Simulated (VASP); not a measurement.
# Ba (Im-3m) in VASP: further runs

Ba is run at these levels: PBE; tasks: relaxation of cell and atoms.

All numbers are computed with VASP 6.6.1; they aren't measurements. Logs are shortened: lines on timing, memory, paths and dates and some standing lists are left out, and cuts for length are marked.

## 1. The cell of the first run

The structure is cubic, space group Im-3m (No. 229). The conventional cell has a = 5.025 Å, b = 5.025 Å, c = 5.025 Å, α = 90.00°, β = 90.00°, γ = 90.00°. Ba (site symmetry m-3m) has 14 Ba at 4.35 to 5.03 Å within 5.7 Å.

## 2. Relaxation of cell and atoms, PBE

Input file INCAR:

```
SYSTEM = Ba
  PREC = Accurate
  ENCUT = 600
  EDIFF = 1E-6
  ISMEAR = 0
  SIGMA = 0.1
  LREAL = .FALSE.
  LASPH = .TRUE.
  NELM = 100
  ALGO = Normal
  ISIF = 3
  LWAVE = .FALSE.
  LCHARG = .FALSE.
  GGA = PE
  IBRION = 2
  NSW = 100
  EDIFFG = -0.002
```

Input file KPOINTS:

```
regular mesh
0
G
  10 10 10
  0 0 0
```

Input file POSCAR:

```
Ba
1.0
   -2.5125000000      2.5125000000      2.5125000000
    2.5125000000     -2.5125000000      2.5125000000
    2.5125000000      2.5125000000     -2.5125000000
Ba
1
Direct
    0.0000000000      0.0000000000      0.0000000000
```

Potentials or basis: VASP PAW PBE potentials, release 64 (Ba_sv).

Started as:

```
cat potpaw_PBE.64/Ba_sv/POTCAR > POTCAR
mpirun -np 1 vasp_std > vasp.out
```

OUTCAR:

```text
SYSTEM = Ba
   PREC = Accurate
   ENCUT = 600
   EDIFF = 1E-6
   ISMEAR = 0
   LREAL = .FALSE.
   LASPH = .TRUE.
   NELM = 100
   ISIF = 3
   GGA = PE
   IBRION = 2
   NSW = 100
   EDIFFG = -0.002

 ion  position               nearest neighbor table
   1  0.000  0.000  0.000-

  LATTYP: Found a body centered cubic cell.
 ALAT       =     5.0250000000

  Lattice vectors:

 A1 = (  -2.5125000000,   2.5125000000,   2.5125000000)
 A2 = (   2.5125000000,  -2.5125000000,   2.5125000000)
 A3 = (   2.5125000000,   2.5125000000,  -2.5125000000)

Analysis of symmetry for initial positions (statically):
=====================================================================
 Subroutine PRICEL returns:
 Original cell was already a primitive cell.

 Routine SETGRP: Setting up the symmetry group for a
 body centered cubic supercell.

 Subroutine GETGRP returns: Found 48 space group operations
 (whereof 48 operations were pure point group operations)
 out of a pool of 48 trial point group operations.

The static configuration has the point symmetry O_h .

Analysis of symmetry for dynamics (positions and initial velocities):
=====================================================================
 Subroutine PRICEL returns:
 Original cell was already a primitive cell.

 Routine SETGRP: Setting up the symmetry group for a
 body centered cubic supercell.

 Subroutine GETGRP returns: Found 48 space group operations
 (whereof 48 operations were pure point group operations)
 out of a pool of 48 trial point group operations.

The dynamic configuration has the point symmetry O_h .

 Subroutine INISYM returns: Found 48 space group operations
 (whereof 48 operations are pure point group operations),
 and found     1 'primitive' translations

----------------------------------------------------------------------------------------

                                     Primitive cell

  volume of cell :      63.4422

  direct lattice vectors                    reciprocal lattice vectors
    -2.512500000  2.512500000  2.512500000     0.000000000  0.199004975  0.199004975
     2.512500000 -2.512500000  2.512500000     0.199004975  0.000000000  0.199004975
     2.512500000  2.512500000 -2.512500000     0.199004975  0.199004975  0.000000000

  length of vectors
     4.351777654  4.351777654  4.351777654     0.281435535  0.281435535  0.281435535

  position of ions in fractional coordinates (direct lattice)
     0.000000000  0.000000000  0.000000000

  ion indices of the primitive-cell ions
   primitive index   ion index
                 1           1

----------------------------------------------------------------------------------------

 KPOINTS: regular mesh

Automatic generation of k-mesh.
 Grid dimensions read from file:
 generate k-points for:   10   10   10

 Generating k-lattice:

  Cartesian coordinates                     Fractional coordinates (reciprocal lattice)
     0.000000000  0.019900498  0.019900498     0.100000000  0.000000000  0.000000000
     0.019900498  0.000000000  0.019900498     0.000000000  0.100000000  0.000000000
     0.019900498  0.019900498  0.000000000     0.000000000  0.000000000  0.100000000

  Length of vectors
     0.028143553  0.028143553  0.028143553

  Shift w.r.t. Gamma in fractional coordinates (k-lattice)
     0.000000000  0.000000000  0.000000000

 Subroutine IBZKPT returns following result:
 ===========================================

 Found     47 irreducible k-points:

 Following reciprocal coordinates:
            Coordinates               Weight
  0.000000  0.000000  0.000000      1.000000
  0.100000  0.000000  0.000000     12.000000
  0.200000  0.000000  0.000000     12.000000
  0.300000  0.000000  0.000000     12.000000
  0.400000  0.000000  0.000000     12.000000
  0.500000  0.000000  0.000000      6.000000
[... 16 lines left out ...]
  0.300000  0.300000  0.100000      8.000000
 -0.300000  0.300000  0.100000     24.000000
 [... further k-points ...]
   k-points           NKPTS =     47   k-points in BZ     NKDIM =     47   number of bands    NBANDS=      9
   number of dos      NEDOS =    301   number of ions     NIONS =      1
   total plane-waves  NPLWV =  46656
   dimension x,y,z NGX =    36 NGY =   36 NGZ =   36
   dimension x,y,z NGXF=    72 NGYF=   72 NGZF=   72
   ions per type =               1
   NGX,Y,Z   is equivalent  to a cutoff of  13.75, 13.75, 13.75 a.u.
   NGXF,Y,Z  is equivalent  to a cutoff of  27.51, 27.51, 27.51 a.u.
 SYSTEM =  Ba
   PREC   = accura    normal or accurate (medium, high low for compatibility)
   ISTART =      0    job   : 0-new  1-cont  2-samecut
   ICHARG =      2    charge: 1-file 2-atom 10-const
   ISPIN  =      1    spin polarized calculation?
   LNONCOLLINEAR =      F non collinear calculations
   LSORBIT =      F    spin-orbit coupling
   LASPH  =      T    aspherical Exc in radial PAW
   ENCUT  =  600.0 eV  44.10 Ry    6.64 a.u.   8.69  8.69  8.69*2*pi/ulx,y,z
   NELM   =    100;   NELMIN=  2; NELMDL= -5     # of ELM steps
   EDIFF  = 0.1E-05   stopping-criterion for ELM
   LREAL  =      F    real-space projection
   EDIFFG = -.2E-02   stopping-criterion for IOM
   NSW    =    100    number of steps for IOM
   IBRION =      2    ionic relax: 0-MD 1-quasi-New 2-CG
   NFREE  =      1    steps in history (QN), initial steepest desc. (CG)
   ISIF   =      3    stress and relaxation
   ISYM   =      2    0-nonsym 1-usesym 2-fastsym
   POTIM  = 0.5000    time-step for ionic-motion
   TEBEG  =    0.0;   TEEND  =   0.0 temperature during run
   PSTRESS=    0.0 pullay stress
   NELECT =      10.0000    total number of electrons
   NUPDOWN=      -1.0000    fix difference up-down
   EMIN   =  10.00;   EMAX   =-10.00  energy-range for DOS
   EFERMI =   0.00;   METHOD = LEGACY
   ISMEAR =     0;   SIGMA  =   0.10  broadening in eV -4-tet -1-fermi 0-gaus
   EFERMI_NEDOS =   21; number of points for ismear=-14 and -15
   IALGO  =     38    algorithm
   IMIX   =      4    mixing-type and parameters
     AMIX     =   0.40;   BMIX     =  1.00
     AMIX_MAG =   1.60;   BMIX_MAG =  1.00
  volume/ion in A,a.u.               =      63.44       428.13
  Fermi-wavevector in a.u.,A,eV,Ry     =   0.884332  1.671146 10.640347  0.782043
  Thomas-Fermi vector in A             =   2.005218
   LORBIT       =      0    0 simple, 1 ext, 2 COOP (PROOUT), +10 PAW based schemes
   GGA     = PE    functional components
   LHFCALC =     F    Hartree Fock is set to
   AEXX    =    0.0000 exact exchange contribution
   IVDW    =     0    specifies the selected vdW correction
   LEPSILON=     F    determine dielectric tensor
   LRPA    =     F    only Hartree local field effects (RPA)
 conjugate gradient relaxation of ions
 non-spin polarized calculation
 Gauss-broadening in eV      SIGMA  =   0.10
  energy-cutoff  :      600.00
  volume of cell :       63.44
 maximum number of plane-waves:      2131
   NGX = 17   NGY = 17   NGZ = 17

--------------------------------------- Ionic step        1  -------------------------------------------

 number of electron      10.0000001 magnetization

 Free energy of the ion-electron system (eV)
  ---------------------------------------------------
  ext. energy  EPLUGINS =         0.00000000
  ---------------------------------------------------
  free energy    TOTEN  =        -1.91014307 eV

  energy without entropy =       -1.90309411  energy(sigma->0) =       -1.90661859

------------------------ aborting loop because EDIFF is reached ----------------------------------------

  FORCE on cell =-STRESS in cart. coord.  units (eV):
  Direction    XX          YY          ZZ          XY          YZ          ZX
  --------------------------------------------------------------------------------------
  -------------------------------------------------------------------------------------
  Total        0.0097887      0.0097887      0.0097887     -0.0000000     -0.0000000      0.0000000
  in kB        0.2472041      0.2472041      0.2472041     -0.0000000     -0.0000000      0.0000000
  external PRESSURE =       0.2472041 kB  Pullay stress =       0.0000000 kB

 VOLUME and BASIS-vectors are now :
 -----------------------------------------------------------------------------
  energy-cutoff  :      600.00
  volume of cell :       63.44
      direct lattice vectors                 reciprocal lattice vectors
    -2.512500000  2.512500000  2.512500000     0.000000000  0.199004975  0.199004975
     2.512500000 -2.512500000  2.512500000     0.199004975  0.000000000  0.199004975
     2.512500000  2.512500000 -2.512500000     0.199004975  0.199004975  0.000000000
[... 71 lines left out ...]
 POSITION                                       TOTAL-FORCE (eV/Angst)
 -----------------------------------------------------------------------------------
      0.00000     -0.00000      0.00000        -0.000000      0.000000     -0.000000
 -----------------------------------------------------------------------------------
    total drift:                               -0.000000      0.000000      0.000000

  FREE ENERGIE OF THE ION-ELECTRON SYSTEM (eV)
  ---------------------------------------------------
  free  energy   TOTEN  =        -1.9101565770 eV

  energy  without entropy=       -1.9031191290  energy(sigma->0) =       -1.90663785

--------------------------------------- Ionic step        4  -------------------------------------------

 number of electron      10.0000001 magnetization

 Free energy of the ion-electron system (eV)
  ---------------------------------------------------
  ext. energy  EPLUGINS =         0.00000000
  ---------------------------------------------------
  free energy    TOTEN  =        -1.91015885 eV

  energy without entropy =       -1.90312717  energy(sigma->0) =       -1.90664301

 E-fermi :   1.5998     XC(G=0):  -7.3779

 val. band max:        1.5954593424   @ k =  -0.4000   0.4000   0.3000
 cond. band min:       1.6197407215   @ k =  -0.4000  -0.4000   0.1000
 fundamental gap:      0.0242813790
 Fermi energy:         1.5998108200

 k-point     1 :       0.0000    0.0000    0.0000
  band No.  band energies     occupation
      1     -27.2858      2.00000
      2     -12.2408      2.00000
      3     -12.2408      2.00000
      4     -12.2408      2.00000
      5      -1.1312      2.00000
      6       3.4340      0.00000
      7       3.4340      0.00000
      8       3.4340      0.00000
      9       4.8231      0.00000

 k-point     2 :       0.1000    0.0000    0.0000
  band No.  band energies     occupation
      1     -27.2818      2.00000
      2     -12.2863      2.00000
      3     -12.2548      2.00000
      4     -12.2410      2.00000
      5      -0.9472      2.00000
      6       3.2854      0.00000
      7       3.3464      0.00000
      8       3.6222      0.00000
      9       4.6033      0.00000
[... 253 lines left out ...]
 k-point    24 :      -0.3000    0.3000    0.1000
  band No.  band energies     occupation
      1     -27.2554      2.00000
      2     -12.5334      2.00000
      3     -12.3512      2.00000
      4     -12.2760      2.00000
      5       0.3437      2.00000
      6       2.5468      0.00000
      7       2.7877      0.00000
      8       4.0872      0.00000
      9       4.9672      0.00000

 [... further k-points ...]
[... 5 lines left out ...]
  --------------------------------------------------------------------------------------
  -------------------------------------------------------------------------------------
  Total       -0.0011672     -0.0011672     -0.0011672      0.0000000      0.0000000      0.0000000
  in kB       -0.0293961     -0.0293961     -0.0293961      0.0000000      0.0000000      0.0000000
  external PRESSURE =      -0.0293961 kB  Pullay stress =       0.0000000 kB

 VOLUME and BASIS-vectors are now :
 -----------------------------------------------------------------------------
  energy-cutoff  :      600.00
  volume of cell :       63.61
      direct lattice vectors                 reciprocal lattice vectors
    -2.514772795  2.514772795  2.514772795     0.000000000  0.198825119  0.198825119
     2.514772795 -2.514772795  2.514772795     0.198825119  0.000000000  0.198825119
     2.514772795  2.514772795 -2.514772795     0.198825119  0.198825119  0.000000000

 POSITION                                       TOTAL-FORCE (eV/Angst)
 -----------------------------------------------------------------------------------
      0.00000     -0.00000      0.00000         0.000000     -0.000000      0.000000
 -----------------------------------------------------------------------------------
    total drift:                               -0.000000      0.000000      0.000000

  FREE ENERGIE OF THE ION-ELECTRON SYSTEM (eV)
  ---------------------------------------------------
  free  energy   TOTEN  =        -1.9101588536 eV

  energy  without entropy=       -1.9031271702  energy(sigma->0) =       -1.90664301

 reached required accuracy - stopping structural energy minimisation
```

Wall time 29 s (1 thread of Intel Xeon 6975P-C (Granite Rapids), shared host); peak memory 0.21 GiB.

Results:

| Item | Value |
| --- | --- |
| Free energy | -1.9102 eV |
| Relaxed volume | 63.61 Å³/atom |
| Relaxed cell | a = 4.356 Å, b = 4.356 Å, c = 4.356 Å, α = 109.47°, β = 109.47°, γ = 109.47° |
| Space group after relaxing (to 0.05 Å) | Im-3m (No. 229) |
| Energy gained by relaxing | 0.0 meV/atom |
| Ionic steps | 4 |
| Pressure after relaxing | 0.0 GPa |
| Band gap on the k mesh | zero (band 5 reaches 1.93 eV, above the bottom of band 6 at 1.08 eV) |

Final structure:
```
CELL_PARAMETERS angstrom
-2.51477 2.51477 2.51477
2.51477 -2.51477 2.51477
2.51477 2.51477 -2.51477
ATOMIC_POSITIONS crystal
Ba 0.00000 0.00000 0.00000
```

Levels at points of the mesh, in eV from the Fermi level:
```tsv
k point	band 1	band 2	band 3	band 4	band 5	band 6	band 7	band 8	band 9
(0.00, 0.00, 0.00)	-28.89	-13.84	-13.84	-13.84	-2.73	1.83	1.83	1.83	3.22
(0.50, 0.00, 0.00)	-28.84	-14.29	-13.98	-13.84	-0.87	0.71	1.23	3.19	3.76
(0.50, 0.50, 0.50)	-28.81	-14.15	-14.15	-14.15	-0.52	-0.52	4.33	4.33	4.33
```

Caveat: spin-orbit coupling is left out, which moves the levels of the heavy elements.

## 3. Relaxation of cell and atoms, PBE

Input file INCAR:

```
SYSTEM = Ba
ALGO = Normal
EDIFF = 1E-7
EDIFFG = -0.001
ENCUT = 600
GGA = PE
IBRION = 2
ISIF = 3
ISMEAR = -1
LASPH = .True.
LCHARG = .False.
LREAL = .False.
LWAVE = .False.
NELM = 60
NSW = 80
PREC = Accurate
SIGMA = 0.15
```

Input file KPOINTS:

```
k-points
0
Gamma
  12 12 12
  0 0 0
```

Input file POSCAR:

```
Ba
1.0
   -2.5119562648      2.5119562648      2.5119562648
    2.5119562648     -2.5119562648      2.5119562648
    2.5119562648      2.5119562648     -2.5119562648
Ba
1
Direct
    0.0000000000      0.0000000000      0.0000000000
```

Potentials or basis: VASP PAW PBE potentials, release 64 (Ba_sv).

Started as:

```
cat potpaw_PBE.64/Ba_sv/POTCAR > POTCAR
mpirun -np 1 vasp_std > vasp.out
```

Run time: 89 s. Hardware: 1 thread of Intel Xeon 6975P-C (Granite Rapids), shared host; peak memory 0.23 GiB.

The run converged. Its results:

```
Free energy                            : -1.9588 eV
Relaxed volume                         : 64.12 Å³/atom
Relaxed cell                           : a = 4.367 Å, b = 4.367 Å, c = 4.367 Å, α = 109.47°, β = 109.47°, γ = 109.47°
Space group after relaxing (to 0.05 Å) : Im-3m (No. 229)
Energy gained by relaxing              : 0.2 meV/atom
Ionic steps                            : 9
Pressure after relaxing                : 0.0 GPa
Band gap on the k mesh                 : zero (band 5 reaches 2.10 eV, above the bottom of band 6 at 1.07 eV)
```

Step by step:
| step | energy change (eV) | largest force (eV/Å) | pressure (GPa) | volume (Å³) |
| --- | --- | --- | --- | --- |
| 1 | 0.0000 | 0.0000 | 0.10 | 63.40 |
| 2 | -0.0002 | 0.0000 | 0.05 | 63.76 |
| 3 | -0.0002 | 0.0000 | 0.01 | 64.09 |
| 4 | -0.0002 | 0.0000 | 0.00 | 64.14 |
| 5 | -0.0002 | 0.0000 | 0.00 | 64.12 |
| 6 | -0.0002 | 0.0000 | 0.00 | 64.12 |
| 7 | -0.0002 | 0.0000 | 0.01 | 64.12 |
| 8 | -0.0002 | 0.0000 | 0.00 | 64.12 |
| 9 | -0.0002 | 0.0000 | 0.00 | 64.12 |

Final structure:
```
Ba
1.0
    -2.52144    2.52144    2.52144
     2.52144   -2.52144    2.52144
     2.52144    2.52144   -2.52144
Ba
1
Direct
  0.00000 0.00000 0.00000
```

Levels at points of the mesh, in eV from the Fermi level:
| k point | band 3 | band 4 | band 5 | band 6 | band 7 | band 8 |
| --- | --- | --- | --- | --- | --- | --- |
| (0.00, 0.00, 0.00) | -13.89 | -13.89 | -2.76 | 1.79 | 1.79 | 1.79 |
| (0.50, 0.00, 0.00) | -14.03 | -13.89 | -0.90 | 0.67 | 1.18 | 3.13 |
| (0.50, 0.50, 0.50) | -14.19 | -14.19 | -0.54 | -0.54 | 4.25 | 4.25 |

Caveat: spin-orbit coupling is left out, which moves the levels of the heavy elements. PBE usually gives volumes a little too large and moduli too small.
